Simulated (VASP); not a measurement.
# LiSc12 (a cell with a defect) in VASP: a series of runs

The runs below take LiSc12 (a cell with a defect) through single point, with PBE+D3(BJ).

All numbers are computed with VASP 6.6.1; they aren't measurements. Logs are shortened: lines on timing, memory, paths and dates and some standing lists are left out, and cuts for length are marked.

### 1 The cell of the first run

The cell holds a defect, 13 atoms: a = 6.620 Å, b = 9.930 Å, c = 5.276 Å, α = 90.00°, β = 90.00°, γ = 120.00°.

### 2 Single point, PBE+D3(BJ)

INCAR

```
SYSTEM = LiSc12
PREC = Accurate ; ENCUT = 520
EDIFF = 1E-7 ; ISMEAR = 0
SIGMA = 0.1 ; LREAL = .False.
LASPH = .True. ; NELM = 60
ALGO = Normal ; ISIF = 2
LWAVE = .False. ; LCHARG = .False.
GGA = PE ; IVDW = 12
NBANDS = 80
```

KPOINTS

```
regular mesh
0
Gamma
  3 2 3
  0 0 0
```

POSCAR

```
LiSc12
1.0
    6.6200000000      0.0000000000      0.0000000000
   -4.9650000000      8.5996320000      0.0000000000
    0.0000000000      0.0000000000      5.2761400000
Sc Li
12 1
Direct
   -0.0041832170     -0.0080434837     -0.0312069050
    0.1664698730      0.2231421065      0.5034489229
    0.0002084005      0.3326412107      0.0077458142
    0.1424651109      0.5197329374      0.5097177103
   -0.0292692638      0.6503801558      0.0598515202
    0.1643081484      0.9150805523      0.4689960843
    0.5231092757      0.0290256606      0.0165677939
    0.6645721272      0.2208599159      0.5226345396
    0.5012446466      0.3333078671      0.0272907846
    0.6760800644      0.5656269943      0.5579575220
    0.5011087351      0.6477332984      0.0519328524
    0.7016006604      0.9073352209      0.4724686987
    0.3241391614      0.7765960218     -0.2572386252
```

Potentials or basis: VASP PAW PBE potentials, release 64 (Sc_sv, Li_sv).

Started as:

```
$ cat potpaw_PBE.64/Sc_sv/POTCAR potpaw_PBE.64/Li_sv/POTCAR > POTCAR
$ mpirun -np 1 vasp_std > vasp.out
```

OUTCAR:

```text
SYSTEM = LiSc12
   PREC = Accurate
   ENCUT = 520
   EDIFF = 1E-7
   ISMEAR = 0
   LREAL = .False.
   LASPH = .True.
   NELM = 60
   ISIF = 2
   GGA = PE
   IVDW = 12
 IVDW          = 12

 ion  position               nearest neighbor table
   1  0.996  0.992  0.969-   6 3.10   6 3.11  12 3.12  12 3.15   2 3.16   7 3.33   7 3.34   5 3.35
                             3 3.37  11 3.38   9 3.38
   2  0.166  0.223  0.503-   4 3.03   6 3.06  12 3.11   1 3.16   9 3.16   3 3.23   3 3.27   8 3.31
                             8 3.31   9 3.36  10 3.40
   3  0.000  0.333  0.008-   4 3.08   7 3.09   4 3.10   8 3.20   2 3.23  11 3.23   2 3.27   5 3.27
                             9 3.31   9 3.32   8 3.33   1 3.37
   4  0.142  0.520  0.510-  13 2.53   2 3.03   8 3.07   3 3.08   3 3.10  11 3.17   5 3.18  10 3.34
                            10 3.35
   5  0.971  0.650  0.060-  13 2.63  11 3.10  10 3.13   9 3.13   6 3.14  10 3.14   4 3.18   3 3.27
                             1 3.35
   6  0.164  0.915  0.469-  13 2.56  12 3.03   2 3.06   1 3.10   1 3.11   5 3.14   7 3.15   8 3.20
                            10 3.39
   7  0.523  0.029  0.017-  13 2.61   8 3.08   3 3.09   9 3.10   8 3.14   6 3.15  12 3.17   1 3.33
                             1 3.34
   8  0.665  0.221  0.523-   4 3.07   7 3.08   7 3.14   6 3.20   3 3.20   9 3.23  12 3.25   9 3.27
                             2 3.31   2 3.31   3 3.33  10 3.39
   9  0.501  0.333  0.027-   7 3.10  11 3.13   5 3.13   2 3.16  10 3.18   8 3.23   8 3.27   3 3.31
                             3 3.32   2 3.36   1 3.38
  10  0.676  0.566  0.558-  11 3.12   5 3.13   5 3.14  11 3.17   9 3.18   4 3.34  12 3.34   4 3.35
                             6 3.39   8 3.39   2 3.40
  11  0.501  0.648  0.052-  13 2.68   5 3.10  10 3.12   9 3.13  12 3.15   4 3.17  10 3.17   3 3.23
                             1 3.38
  12  0.702  0.907  0.472-  13 2.59   6 3.03   2 3.11   1 3.12  11 3.15   1 3.15   7 3.17   8 3.25
                            10 3.34
  13  0.324  0.777  0.743-   4 2.53   6 2.56  12 2.59   7 2.61   5 2.63  11 2.68

  LATTYP: Found a simple monoclinic cell.
 ALAT       =     6.6200000000
 B/A-ratio  =     0.7970000000
 C/A-ratio  =     1.3228756170
 COS(beta)  =    -0.1889822420

  Lattice vectors:

 A1 = (   6.6200000000,   0.0000000000,   0.0000000000)
 A2 = (   0.0000000000,   0.0000000000,   5.2761400000)
 A3 = (  -1.6550000000,  -8.5996320000,   0.0000000000)

Analysis of symmetry for initial positions (statically):
=====================================================================
 Subroutine PRICEL returns:
 Original cell was already a primitive cell.

 Routine SETGRP: Setting up the symmetry group for a
 simple monoclinic supercell.

 Subroutine GETGRP returns: Found  1 space group operations
 (whereof  1 operations were pure point group operations)
 out of a pool of  4 trial point group operations.

The static configuration has the point symmetry C_1 .

Analysis of symmetry for dynamics (positions and initial velocities):
=====================================================================
 Subroutine PRICEL returns:
 Original cell was already a primitive cell.

 Routine SETGRP: Setting up the symmetry group for a
 simple monoclinic supercell.

 Subroutine GETGRP returns: Found  1 space group operations
 (whereof  1 operations were pure point group operations)
 out of a pool of  4 trial point group operations.

The dynamic configuration has the point symmetry C_1 .

 Subroutine INISYM returns: Found  1 space group operations
 (whereof  1 operations are pure point group operations),
 and found     1 'primitive' translations

----------------------------------------------------------------------------------------

                                     Primitive cell

  volume of cell :     300.3683

  direct lattice vectors                    reciprocal lattice vectors
     6.620000000  0.000000000  0.000000000     0.151057402  0.087213034  0.000000000
    -4.965000000  8.599632000  0.000000000     0.000000000  0.116284046  0.000000000
     0.000000000  0.000000000  5.276140000     0.000000000  0.000000000  0.189532499

  length of vectors
     6.620000000  9.929999775  5.276140000     0.174426065  0.116284046  0.189532499

  position of ions in fractional coordinates (direct lattice)
     0.995816783  0.991956516  0.968793095
     0.166469873  0.223142106  0.503448923
     0.000208401  0.332641211  0.007745814
     0.142465111  0.519732937  0.509717710
     0.970730736  0.650380156  0.059851520
     0.164308148  0.915080552  0.468996084
     0.523109276  0.029025661  0.016567794
     0.664572127  0.220859916  0.522634540
     0.501244647  0.333307867  0.027290785
     0.676080064  0.565626994  0.557957522
     0.501108735  0.647733298  0.051932852
     0.701600660  0.907335221  0.472468699
     0.324139161  0.776596022  0.742761375

  ion indices of the primitive-cell ions
[... 34 lines left out ...]
     0.000000000  0.000000000  0.000000000

 -----------------------------------------------------------------------------
|                                                                             |
|           W    W    AA    RRRRR   N    N  II  N    N   GGGG   !!!           |
|           W    W   A  A   R    R  NN   N  II  NN   N  G    G  !!!           |
|           W    W  A    A  R    R  N N  N  II  N N  N  G       !!!           |
|           W WW W  AAAAAA  RRRRR   N  N N  II  N  N N  G  GGG   !            |
|           WW  WW  A    A  R   R   N   NN  II  N   NN  G    G                |
|           W    W  A    A  R    R  N    N  II  N    N   GGGG   !!!           |
|                                                                             |
|     Your reciprocal lattice and k-lattice belong to different lattice       |
|     classes:                                                                |
|                                                                             |
|        The reciprocal lattice is simple monoclinic,                         |
|        whereas your k-lattice is hexagonal.                                 |
|                                                                             |
|     Results are often still useful ...                                      |
|                                                                             |
 -----------------------------------------------------------------------------

 Subroutine IBZKPT returns following result:
 ===========================================

 Found     10 irreducible k-points:

 Following reciprocal coordinates:
            Coordinates               Weight
  0.000000  0.000000  0.000000      1.000000
  0.333333  0.000000  0.000000      2.000000
  0.000000  0.500000  0.000000      1.000000
  0.333333  0.500000  0.000000      2.000000
  0.000000  0.000000  0.333333      2.000000
  0.333333  0.000000  0.333333      2.000000
 -0.333333 -0.000000  0.333333      2.000000
  0.000000  0.500000  0.333333      2.000000
  0.333333  0.500000  0.333333      2.000000
 -0.333333  0.500000  0.333333      2.000000
   k-points           NKPTS =     10   k-points in BZ     NKDIM =     10   number of bands    NBANDS=     80
   number of dos      NEDOS =    301   number of ions     NIONS =     13
   total plane-waves  NPLWV = 160000
   dimension x,y,z NGX =    50 NGY =   80 NGZ =   40
   dimension x,y,z NGXF=   100 NGYF=  160 NGZF=   80
   ions per type =              12   1
   NGX,Y,Z   is equivalent  to a cutoff of  12.56, 13.39, 12.60 a.u.
   NGXF,Y,Z  is equivalent  to a cutoff of  25.11, 26.79, 25.21 a.u.
 SYSTEM =  LiSc12
   PREC   = accura    normal or accurate (medium, high low for compatibility)
   ISTART =      0    job   : 0-new  1-cont  2-samecut
   ICHARG =      2    charge: 1-file 2-atom 10-const
   ISPIN  =      1    spin polarized calculation?
   LNONCOLLINEAR =      F non collinear calculations
   LSORBIT =      F    spin-orbit coupling
   LASPH  =      T    aspherical Exc in radial PAW
   ENCUT  =  520.0 eV  38.22 Ry    6.18 a.u.  12.31 18.46  9.81*2*pi/ulx,y,z
   NELM   =     60;   NELMIN=  2; NELMDL= -5     # of ELM steps
   EDIFF  = 0.1E-06   stopping-criterion for ELM
   LREAL  =      F    real-space projection
   EDIFFG = 0.1E-05   stopping-criterion for IOM
   NSW    =      0    number of steps for IOM
   IBRION =     -1    ionic relax: 0-MD 1-quasi-New 2-CG
   NFREE  =      0    steps in history (QN), initial steepest desc. (CG)
   ISIF   =      2    stress and relaxation
   ISYM   =      2    0-nonsym 1-usesym 2-fastsym
   POTIM  = 0.5000    time-step for ionic-motion
   TEBEG  =    0.0;   TEEND  =   0.0 temperature during run
   PSTRESS=    0.0 pullay stress
   NELECT =     135.0000    total number of electrons
   NUPDOWN=      -1.0000    fix difference up-down
   EMIN   =  10.00;   EMAX   =-10.00  energy-range for DOS
   EFERMI =   0.00;   METHOD = LEGACY
   ISMEAR =     0;   SIGMA  =   0.10  broadening in eV -4-tet -1-fermi 0-gaus
   EFERMI_NEDOS =   21; number of points for ismear=-14 and -15
   IALGO  =     38    algorithm
   IMIX   =      4    mixing-type and parameters
     AMIX     =   0.40;   BMIX     =  1.00
     AMIX_MAG =   1.60;   BMIX_MAG =  1.00
  volume/ion in A,a.u.               =      23.11       155.92
  Fermi-wavevector in a.u.,A,eV,Ry     =   1.254011  2.369737 21.395756  1.572544
  Thomas-Fermi vector in A             =   2.387836
   LORBIT       =      0    0 simple, 1 ext, 2 COOP (PROOUT), +10 PAW based schemes
   GGA     = PE    functional components
   LHFCALC =     F    Hartree Fock is set to
   AEXX    =    0.0000 exact exchange contribution
   IVDW    =    12    specifies the selected vdW correction
   LEPSILON=     F    determine dielectric tensor
   LRPA    =     F    only Hartree local field effects (RPA)
 non-spin polarized calculation
 Gauss-broadening in eV      SIGMA  =   0.10
  energy-cutoff  :      520.00
  volume of cell :      300.37
 maximum number of plane-waves:      8103
 NGX is ok and might be reduce to    50
   NGX = 25   NGY = 37   NGZ = 19

 number of electron     135.0000000 magnetization

 Free energy of the ion-electron system (eV)
  ---------------------------------------------------
  ext. energy  EPLUGINS =         0.00000000
  ---------------------------------------------------
  free energy    TOTEN  =       -75.02596809 eV

  energy without entropy =      -74.91689749  energy(sigma->0) =      -74.97143279

 E-fermi :   3.7367     XC(G=0):  -9.9082

 val. band max:        3.7304641052   @ k =  -0.3333  -0.0000   0.3333
 cond. band min:       3.7445793355   @ k =   0.3333   0.0000   0.0000
 fundamental gap:      0.0141152303
 Fermi energy:         3.7367413801

 k-point     1 :       0.0000    0.0000    0.0000
  band No.  band energies     occupation
      1     -45.6207      2.00000
      2     -45.5988      2.00000
      3     -45.5670      2.00000
      4     -45.5626      2.00000
      5     -45.5577      2.00000
      6     -45.5517      2.00000
[... 809 lines left out ...]
     78       4.8180      0.00000
     79       4.8510      0.00000
 [bands above 79 left out]

------------------------ aborting loop because EDIFF is reached ----------------------------------------

 Edisp (eV)   -5.05720

 E8    (eV) :    -2.4383

  FORCE on cell =-STRESS in cart. coord.  units (eV):
  Direction    XX          YY          ZZ          XY          YZ          ZX
  --------------------------------------------------------------------------------------
  -------------------------------------------------------------------------------------
  Total      -0.03657     1.91253    -3.27016    -0.27314    -0.89999    -0.23018
  in kB      -0.19504    10.20153   -17.44317    -1.45696    -4.80056    -1.22779
  external pressure =       -2.48 kB  Pullay stress =        0.00 kB

 VOLUME and BASIS-vectors are now :
 -----------------------------------------------------------------------------
  energy-cutoff  :      520.00
  volume of cell :      300.37
      direct lattice vectors                 reciprocal lattice vectors
     6.620000000  0.000000000  0.000000000     0.151057402  0.087213034  0.000000000
    -4.965000000  8.599632000  0.000000000     0.000000000  0.116284046  0.000000000
     0.000000000  0.000000000  5.276140000     0.000000000  0.000000000  0.189532499

 POSITION                                       TOTAL-FORCE (eV/Angst)
 -----------------------------------------------------------------------------------
      1.66724      8.53046      5.11149        -0.009167      0.007422      0.016873
     -0.00587      1.91894      2.65627         0.012942     -0.000599     -0.006453
     -1.65018      2.86059      0.04087         0.004759     -0.000704      0.004826
     -1.63736      4.46951      2.68934        -0.010236     -0.011676     -0.001092
      3.19710      5.59303      0.31578         0.009557      0.011127     -0.010832
     -3.45565      7.86936      2.47449         0.011575     -0.004762      0.003262
      3.31887      0.24961      0.08741        -0.001242     -0.010782      0.014124
      3.30290      1.89931      2.75749        -0.000689      0.008758     -0.013850
      1.66337      2.86632      0.14399        -0.003591      0.001745      0.002079
      1.66731      4.86418      2.94386        -0.002631      0.003829     -0.000049
      0.10134      5.57027      0.27400        -0.001859     -0.003320     -0.000277
      0.13968      7.80275      2.49281        -0.021762      0.000914      0.000767
     -1.71000      6.67844      3.91891         0.012343     -0.001952     -0.009377
 -----------------------------------------------------------------------------------
    total drift:                                0.000242     -0.000340      0.000447

  FREE ENERGIE OF THE ION-ELECTRON SYSTEM (eV)
  ---------------------------------------------------
  free  energy   TOTEN  =       -80.0831674386 eV

  energy  without entropy=      -79.9740968370  energy(sigma->0) =      -80.02863214
```

It took 7 min on 1 thread of Intel Xeon Platinum 8488C (Sapphire Rapids), shared host; peak memory 0.47 GiB.

Results:

| Item | Value |
| --- | --- |
| Free energy | -80.0832 eV |
| Largest force | 0.022 eV/Å |
| Band gap on the k mesh | zero (an odd number of electrons rules out a gap without spin polarisation) |
| Dispersion energy per atom | -0.389 eV |

Forces on the atoms (eV/Å):
```
Sc  -0.009  0.007  0.017
Sc   0.013 -0.001 -0.006
Sc   0.005 -0.001  0.005
Sc  -0.010 -0.012 -0.001
Sc   0.010  0.011 -0.011
Sc   0.012 -0.005  0.003
Sc  -0.001 -0.011  0.014
Sc  -0.001  0.009 -0.014
Sc  -0.004  0.002  0.002
Sc  -0.003  0.004  0.000
Sc  -0.002 -0.003  0.000
Sc  -0.022  0.001  0.001
Li   0.012 -0.002 -0.009
```

Caveat: the k points lie up to 0.40 Å⁻¹ apart, too coarse for converged energies and pressures of a metal; the cutoff is under 1.25 times the usual one of these potentials, so pressure, stress and relaxed cells hold a basis-set (Pulay) error.

### 3 Single point, PBE+D3(BJ)

INCAR

```
PREC = Accurate
ENCUT = 520
EDIFF = 1E-6
ISMEAR = 0
SIGMA = 0.1
LREAL = F
LASPH = T
NELM = 100
ALGO = Normal
ISIF = 2
LWAVE = F
LCHARG = F
GGA = PE
IVDW = 12
NBANDS = 80
```

KPOINTS

```
Automatic mesh
0
Gamma
  3 2 3
```

POSCAR

```
LiSc12
1.0
    6.6200000000      0.0000000000      0.0000000000
   -4.9650000000      8.5996320000      0.0000000000
    0.0000000000      0.0000000000      5.2761400000
Sc Li
12 1
Direct
    0.0006805624     -0.0007286358     -0.0197760105
    0.1732552209      0.2261999118      0.5068171049
   -0.0061956048      0.3265128089      0.0113399190
    0.1266088699      0.5078380098      0.5085033756
   -0.0116111882      0.6611838739      0.0460124258
    0.1591199831      0.9185770973      0.4803181872
    0.5057175402      0.0112962973      0.0147306554
    0.6585469506      0.2147312815      0.5234603327
    0.5073245793      0.3370559345      0.0269772978
    0.6762606908      0.5688452715      0.5482568696
    0.4978775630      0.6565656530      0.0450376601
    0.7170376766      0.9161839716      0.4800700891
    0.3264930456      0.7701214424     -0.3451549807
```

Potentials or basis: VASP PAW PBE potentials, release 64 (Sc_sv, Li_sv).

Started as:

```
$ cat potpaw_PBE.64/Sc_sv/POTCAR potpaw_PBE.64/Li_sv/POTCAR > POTCAR
$ mpirun -np 1 vasp_std > vasp.out
```

Run time: 5.7 min. Hardware: 1 thread of Intel Xeon Platinum 8488C (Sapphire Rapids), shared host; peak memory 0.45 GiB.

The run converged. Its results:

| Property | Result |
| --- | --- |
| Free energy | -80.1162 eV |
| Largest force | 0.070 eV/Å |
| Band gap on the k mesh | zero (an odd number of electrons rules out a gap without spin polarisation) |
| Dispersion energy per atom | -0.389 eV |

Forces in eV/Å, atoms in the order of the input:
```
Sc  -0.004  0.010  0.020
Sc   0.015  0.009  0.007
Sc   0.004 -0.013  0.011
Sc  -0.021 -0.012  0.003
Sc   0.019  0.019 -0.013
Sc  -0.005 -0.002  0.019
Sc  -0.006 -0.027  0.006
Sc  -0.002 -0.009  0.002
Sc   0.002  0.007  0.005
Sc  -0.006  0.002 -0.003
Sc  -0.017  0.014  0.004
Sc   0.001  0.013  0.005
Li   0.020 -0.012 -0.066
```

Levels at points of the mesh, in eV from the Fermi level:
```csv
k point,band 64,band 65,band 66,band 67,band 68,band 69,band 70,band 71
"(0.00, 0.00, 0.00)",-0.49,-0.42,-0.34,-0.24,-0.22,-0.20,0.09,0.30
"(0.00, 0.50, 0.00)",-0.54,-0.33,-0.27,-0.25,-0.22,-0.19,0.00,0.05
```

Caveat: the k points lie up to 0.40 Å⁻¹ apart, too coarse for converged energies and pressures of a metal; the cutoff is under 1.25 times the usual one of these potentials, so pressure, stress and relaxed cells hold a basis-set (Pulay) error.

The gap in the log of VASP goes by the Fermi energy; the results here count the filled bands.